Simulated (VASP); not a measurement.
# LiTi4Fe (I4/mcm) in VASP: single point with PBEsol

Aim: the single point of LiTi4Fe with PBEsol.

Program: VASP 6.6.1. These are calculated values, not measurements. Logs are shortened: lines on timing, memory, paths and dates and some standing lists are left out, and cuts for length are marked.

## (1) The cell of the first run

Symmetry: I4/mcm, No. 140, tetragonal system. Conventional cell: a = 5.717 Å, b = 5.717 Å, c = 9.863 Å, α = 90.00°, β = 90.00°, γ = 90.00°. Li (site symmetry 4/m) has 2 Fe at 2.47 Å and 8 Ti at 2.53 Å within 3.3 Å. Within 3.2 Å of Fe (site symmetry 422) lie 8 Ti at 2.43 Å and 2 Li at 2.47 Å. Within 3.2 Å of Ti (site symmetry m) lie 2 Fe at 2.43 Å and 2 Li at 2.53 Å and 9 Ti at 2.59 to 3.04 Å.

## (2) Single point, PBEsol

INCAR

```
PREC = Accurate
ENCUT = 520
EDIFF = 1E-7
ISMEAR = -1
SIGMA = 0.1
LREAL = F
LASPH = T
NELM = 100
ALGO = Normal
ISIF = 2
LWAVE = F
LCHARG = F
GGA = PS
NBANDS = 71
```

KPOINTS

```
regular mesh
0
Gamma
  7 7 7
```

POSCAR

```
LiTi4Fe
1.0
    0.0000000000      5.7169863000      0.0000000000
    5.7169863000      0.0000000000      0.0000000000
    2.8584936500      2.8584936500     -4.9312941500
Li Fe Ti
2 2 8
Direct
    0.0000000000      0.0000000000      0.0000000000
    0.5000000000      0.5000000000      0.0000000000
    0.2500000000      0.2500000000      0.5000000000
    0.7500000000      0.7500000000      0.5000000000
    0.7049200000      0.5256600000      0.2694200000
    0.5256600000      0.0256600000      0.2694200000
    0.0256600000      0.2049200000      0.2694200000
    0.2049200000      0.7049200000      0.2694200000
    0.7950800000      0.2950800000      0.7305800000
    0.9743400000      0.7950800000      0.7305800000
    0.4743400000      0.9743400000      0.7305800000
    0.2950800000      0.4743400000      0.7305800000
```

Potentials or basis: VASP PAW PBE potentials, release 64 (Li_sv, Fe, Ti_sv).

Launch:

```console
$ cat potpaw_PBE.64/Li_sv/POTCAR potpaw_PBE.64/Fe/POTCAR potpaw_PBE.64/Ti_sv/POTCAR > POTCAR
$ mpirun -np 1 vasp_std > vasp.out
```

OUTCAR:

```text
PREC = Accurate
   ENCUT = 520
   EDIFF = 1E-7
   ISMEAR = -1
   LREAL = F
   LASPH = T
   NELM = 100
   ISIF = 2
   GGA = PS

 ion  position               nearest neighbor table
   1  0.000  0.000  0.000-   4 2.47   3 2.47  12 2.53   5 2.53   6 2.53  11 2.53   9 2.53   8 2.53
                            10 2.53   7 2.53
   2  0.500  0.500  0.000-   3 2.47   4 2.47  10 2.53   7 2.53  11 2.53   6 2.53   9 2.53   8 2.53
                            12 2.53   5 2.53
   3  0.250  0.250  0.500-   5 2.43  10 2.43   9 2.43   8 2.43   6 2.43  11 2.43   7 2.43  12 2.43
                             1 2.47   2 2.47
   4  0.750  0.750  0.500-   7 2.43  12 2.43   9 2.43   8 2.43  11 2.43   6 2.43   5 2.43  10 2.43
                             2 2.47   1 2.47
   5  0.705  0.526  0.269-   3 2.43   4 2.43   1 2.53   2 2.53   7 2.59  10 2.66  12 2.70
   6  0.526  0.026  0.269-   3 2.43   4 2.43   1 2.53   2 2.53   8 2.59   9 2.66  11 2.70
   7  0.026  0.205  0.269-   4 2.43   3 2.43   2 2.53   1 2.53   5 2.59  12 2.66  10 2.70
   8  0.205  0.705  0.269-   3 2.43   4 2.43   1 2.53   2 2.53   6 2.59  11 2.66   9 2.70
   9  0.795  0.295  0.731-   3 2.43   4 2.43   1 2.53   2 2.53  11 2.59   6 2.66   8 2.70
  10  0.974  0.795  0.731-   3 2.43   4 2.43   2 2.53   1 2.53  12 2.59   5 2.66   7 2.70
  11  0.474  0.974  0.731-   3 2.43   4 2.43   1 2.53   2 2.53   9 2.59   8 2.66   6 2.70
  12  0.295  0.474  0.731-   4 2.43   3 2.43   1 2.53   2 2.53  10 2.59   7 2.66   5 2.70

  LATTYP: Found a body centered tetragonal cell.
 ALAT       =     5.7169863000
 C/A-ratio  =     1.7251376481

  Lattice vectors:

 A1 = (  -2.8584936500,   2.8584926500,   4.9312941500)
 A2 = (   2.8584926500,  -2.8584936500,   4.9312941500)
 A3 = (   2.8584936500,   2.8584936500,  -4.9312941500)

Analysis of symmetry for initial positions (statically):
=====================================================================
 Subroutine PRICEL returns:
 Original cell was already a primitive cell.

 Routine SETGRP: Setting up the symmetry group for a
 body centered tetragonal supercell.

 Subroutine GETGRP returns: Found 16 space group operations
 (whereof  8 operations were pure point group operations)
 out of a pool of 16 trial point group operations.

The static configuration has the point symmetry C_4h.
 The point group associated with its full space group is D_4h.

Analysis of symmetry for dynamics (positions and initial velocities):
=====================================================================
 Subroutine PRICEL returns:
 Original cell was already a primitive cell.

 Routine SETGRP: Setting up the symmetry group for a
 body centered tetragonal supercell.

 Subroutine GETGRP returns: Found 16 space group operations
 (whereof  8 operations were pure point group operations)
 out of a pool of 16 trial point group operations.

The dynamic configuration has the point symmetry C_4h.
 The point group associated with its full space group is D_4h.

 Subroutine INISYM returns: Found 16 space group operations
 (whereof  8 operations are pure point group operations),
 and found     1 'primitive' translations

----------------------------------------------------------------------------------------

                                     Primitive cell

  volume of cell :     161.1741

  direct lattice vectors                    reciprocal lattice vectors
     0.000000000  5.716986300  0.000000000     0.000000000  0.174917334  0.101393280
     5.716986300  0.000000000  0.000000000     0.174917334  0.000000000  0.101393280
     2.858493650  2.858493650 -4.931294150     0.000000000  0.000000000 -0.202786524

  length of vectors
     5.716986300  5.716986300  6.376490719     0.202179798  0.202179798  0.202786524

  position of ions in fractional coordinates (direct lattice)
     0.000000000  0.000000000  0.000000000
     0.500000000  0.500000000  0.000000000
     0.250000000  0.250000000  0.500000000
     0.750000000  0.750000000  0.500000000
     0.704920000  0.525660000  0.269420000
     0.525660000  0.025660000  0.269420000
     0.025660000  0.204920000  0.269420000
     0.204920000  0.704920000  0.269420000
     0.795080000  0.295080000  0.730580000
     0.974340000  0.795080000  0.730580000
     0.474340000  0.974340000  0.730580000
     0.295080000  0.474340000  0.730580000

  ion indices of the primitive-cell ions
   primitive index   ion index
                 1           1
                 2           2
                 3           3
                 4           4
                 5           5
                 6           6
                 7           7
                 8           8
                 9           9
                10          10
                11          11
                12          12

----------------------------------------------------------------------------------------

 KPOINTS: regular mesh

Automatic generation of k-mesh.
 Grid dimensions read from file:
 generate k-points for:    7    7    7

 Generating k-lattice:

  Cartesian coordinates                     Fractional coordinates (reciprocal lattice)
     0.000000000  0.024988191  0.014484754     0.142857143  0.000000000  0.000000000
     0.024988191  0.000000000  0.014484754     0.000000000  0.142857143  0.000000000
     0.000000000  0.000000000 -0.028969503     0.000000000  0.000000000  0.142857143

  Length of vectors
     0.028882828  0.028882828  0.028969503

  Shift w.r.t. Gamma in fractional coordinates (k-lattice)
     0.000000000  0.000000000  0.000000000

 Subroutine IBZKPT returns following result:
 ===========================================

 Found     40 irreducible k-points:

 Following reciprocal coordinates:
            Coordinates               Weight
  0.000000  0.000000  0.000000      1.000000
  0.142857  0.000000  0.000000      8.000000
  0.285714  0.000000 -0.000000      8.000000
  0.428571  0.000000  0.000000      8.000000
  0.142857  0.142857  0.000000      8.000000
  0.285714  0.142857  0.000000     16.000000
[... 16 lines left out ...]
  0.285714  0.285714  0.142857      8.000000
  0.428571  0.285714  0.142857     16.000000
 [... further k-points ...]
   k-points           NKPTS =     40   k-points in BZ     NKDIM =     40   number of bands    NBANDS=     71
   number of dos      NEDOS =    301   number of ions     NIONS =     12
   total plane-waves  NPLWV = 110592
   dimension x,y,z NGX =    48 NGY =   48 NGZ =   48
   dimension x,y,z NGXF=    96 NGYF=   96 NGZF=   96
   ions per type =               2   2   8
   NGX,Y,Z   is equivalent  to a cutoff of  13.96, 13.96, 12.51 a.u.
   NGXF,Y,Z  is equivalent  to a cutoff of  27.92, 27.92, 25.03 a.u.
 SYSTEM =  unknown system
   PREC   = accura    normal or accurate (medium, high low for compatibility)
   ISTART =      0    job   : 0-new  1-cont  2-samecut
   ICHARG =      2    charge: 1-file 2-atom 10-const
   ISPIN  =      1    spin polarized calculation?
   LNONCOLLINEAR =      F non collinear calculations
   LSORBIT =      F    spin-orbit coupling
   LASPH  =      T    aspherical Exc in radial PAW
   ENCUT  =  520.0 eV  38.22 Ry    6.18 a.u.  10.63 10.63 11.86*2*pi/ulx,y,z
   NELM   =    100;   NELMIN=  2; NELMDL= -5     # of ELM steps
   EDIFF  = 0.1E-06   stopping-criterion for ELM
   LREAL  =      F    real-space projection
   EDIFFG = 0.1E-05   stopping-criterion for IOM
   NSW    =      0    number of steps for IOM
   IBRION =     -1    ionic relax: 0-MD 1-quasi-New 2-CG
   NFREE  =      0    steps in history (QN), initial steepest desc. (CG)
   ISIF   =      2    stress and relaxation
   ISYM   =      2    0-nonsym 1-usesym 2-fastsym
   POTIM  = 0.5000    time-step for ionic-motion
   TEBEG  =    0.0;   TEEND  =   0.0 temperature during run
   PSTRESS=    0.0 pullay stress
   NELECT =     118.0000    total number of electrons
   NUPDOWN=      -1.0000    fix difference up-down
   EMIN   =  10.00;   EMAX   =-10.00  energy-range for DOS
   EFERMI =   0.00;   METHOD = LEGACY
   ISMEAR =    -1;   SIGMA  =   0.10  broadening in eV -4-tet -1-fermi 0-gaus
   EFERMI_NEDOS =   21; number of points for ismear=-14 and -15
   IALGO  =     38    algorithm
   IMIX   =      4    mixing-type and parameters
     AMIX     =   0.40;   BMIX     =  1.00
     AMIX_MAG =   1.60;   BMIX_MAG =  1.00
  volume/ion in A,a.u.               =      13.43        90.64
  Fermi-wavevector in a.u.,A,eV,Ry     =   1.475493  2.788277 29.620958  2.177079
  Thomas-Fermi vector in A             =   2.590135
   LORBIT       =      0    0 simple, 1 ext, 2 COOP (PROOUT), +10 PAW based schemes
   GGA     = PS    functional components
   LHFCALC =     F    Hartree Fock is set to
   AEXX    =    0.0000 exact exchange contribution
   IVDW    =     0    specifies the selected vdW correction
   LEPSILON=     F    determine dielectric tensor
   LRPA    =     F    only Hartree local field effects (RPA)
 non-spin polarized calculation
  energy-cutoff  :      520.00
  volume of cell :      161.17
 maximum number of plane-waves:      4359
 NGX is ok and might be reduce to    48
   NGX = 21   NGY = 21   NGZ = 23

 number of electron     117.9999963 magnetization

 Free energy of the ion-electron system (eV)
  ---------------------------------------------------
  ext. energy  EPLUGINS =         0.00000000
  ---------------------------------------------------
  free energy    TOTEN  =       -85.43860246 eV

  energy without entropy =      -84.92214416  energy(sigma->0) =      -85.18037331

 E-fermi :   8.4799     XC(G=0): -12.0973

 val. band max:        8.4779133142   @ k =   0.4286   0.4286   0.1429
 cond. band min:       8.4816622687   @ k =   0.4286   0.0000   0.0000
 fundamental gap:      0.0037489545
 Fermi energy:         8.4798681567

 k-point     1 :       0.0000    0.0000    0.0000
  band No.  band energies     occupation
      1     -47.8665      2.00000
      2     -47.7742      2.00000
      3     -47.7162      2.00000
      4     -47.7075      2.00000
      5     -47.6967      2.00000
      6     -47.6967      2.00000
[... 1765 lines left out ...]
     70       9.7816      0.00000
     71       9.9484      0.00000

 [... further k-points ...]

------------------------ aborting loop because EDIFF is reached ----------------------------------------

  FORCE on cell =-STRESS in cart. coord.  units (eV):
  Direction    XX          YY          ZZ          XY          YZ          ZX
  --------------------------------------------------------------------------------------
  -------------------------------------------------------------------------------------
  Total       14.1606790     14.1606790     17.5776141      0.0000000     -0.0000018     -0.0000018
  in kB      140.7665444    140.7665444    174.7331458      0.0000000     -0.0000177     -0.0000177
  external PRESSURE =     152.0887449 kB  Pullay stress =       0.0000000 kB

 VOLUME and BASIS-vectors are now :
 -----------------------------------------------------------------------------
  energy-cutoff  :      520.00
  volume of cell :      161.17
      direct lattice vectors                 reciprocal lattice vectors
     0.000000000  5.716986300  0.000000000     0.000000000  0.174917334  0.101393280
     5.716986300  0.000000000  0.000000000     0.174917334  0.000000000  0.101393280
     2.858493650  2.858493650 -4.931294150     0.000000000  0.000000000 -0.202786524

 POSITION                                       TOTAL-FORCE (eV/Angst)
 -----------------------------------------------------------------------------------
      0.00000      0.00000      0.00000         0.000000      0.000000      0.000000
      2.85849      2.85849      0.00000         0.000000      0.000000      0.000000
      2.85849      2.85849     -2.46565         0.000000      0.000000      0.000000
      5.71699      5.71699     -2.46565         0.000000      0.000000      0.000000
      3.77533      4.80015     -1.32859         0.162055     -0.162055     -0.577555
      0.91683      3.77533     -1.32859         0.162055      0.162055     -0.577555
      1.94166      0.91683     -1.32859        -0.162055      0.162055     -0.577555
      4.80015      1.94166     -1.32859        -0.162055     -0.162055     -0.577555
      3.77533      6.63382     -3.60270         0.162055      0.162055      0.577555
      6.63382      7.65865     -3.60270         0.162055     -0.162055      0.577555
      7.65865      4.80015     -3.60270        -0.162055     -0.162055      0.577555
      4.80015      3.77533     -3.60270        -0.162055      0.162055      0.577555
 -----------------------------------------------------------------------------------
    total drift:                                0.000000      0.000000     -0.000000

  FREE ENERGIE OF THE ION-ELECTRON SYSTEM (eV)
  ---------------------------------------------------
  free  energy   TOTEN  =       -85.4386024630 eV

  energy  without entropy=      -84.9221441607  energy(sigma->0) =      -85.18037331
```

Wall time 12 min (1 thread of Intel Xeon Platinum 8259CL at 2.50GHz (Skylake/Cascade Lake), shared host); peak memory 0.54 GiB.

What came out:

```
Free energy            : -85.4386 eV
Largest force          : 0.621 eV/Å
Band gap on the k mesh : zero (bands 59 and 60 overlap by 0.11 eV)
```

Forces on the atoms (eV/Å):
```
Li   0.000  0.000  0.000
Li   0.000  0.000  0.000
Fe   0.000  0.000  0.000
Fe   0.000  0.000  0.000
Ti   0.162 -0.162 -0.578
Ti   0.162  0.162 -0.578
Ti  -0.162  0.162 -0.578
Ti  -0.162 -0.162 -0.578
Ti   0.162  0.162  0.578
Ti   0.162 -0.162  0.578
Ti  -0.162 -0.162  0.578
Ti  -0.162  0.162  0.578
```

Levels at points of the mesh, in eV from the Fermi level:
```tsv
k point	band 56	band 57	band 58	band 59	band 60	band 61	band 62	band 63
(0.00, 0.00, 0.00)	-0.66	-0.65	-0.65	-0.11	-0.03	0.07	0.18	0.18
```

Caveat: the cutoff is under 1.25 times the usual one of these potentials, so pressure, stress and relaxed cells hold a basis-set (Pulay) error; the PAW data sets were made with another functional, which shifts forces and pressure a little; the run has no spin polarisation, though such a crystal can be magnetic.
